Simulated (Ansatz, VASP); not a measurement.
**ZrC in VASP and in Ansatz**

```
CELL_PARAMETERS angstrom
0.00000 2.21163 2.65396
2.21163 0.00000 2.65396
2.21163 2.21163 0.00000
ATOMIC_POSITIONS crystal
Zr 0.50000 0.50000 0.50000
C 0.00000 0.00000 0.00000
```

Alike in both runs: task single point; functional PBEsol; k mesh 20 × 20 × 20; occupations gaussian, width 0.15 eV; no spin polarisation.

|  | VASP | Ansatz |
| --- | --- | --- |
| version | VASP 6.6.1 | Ansatz 0.2.0 |
| potentials or method | VASP PAW PBE potentials, release 64 (Zr_sv, C), cutoff 520 eV | scalar-relativistic, plane waves, PAW |
| valence electrons in the cell | 16 | 16 |

```tsv
	VASP	Ansatz	Ansatz less VASP
gap on the k mesh at the Fermi level (eV)	none	none	-
pressure (GPa)	9.5	9.1	-0.35
traceless stress, the component that is largest in VASP (GPa)	-38.29	-37.99	+0.296
```

VASP's potentials were made for PBE, not for PBEsol. A gap of «none» marks a metal or a gap that the smearing closes.
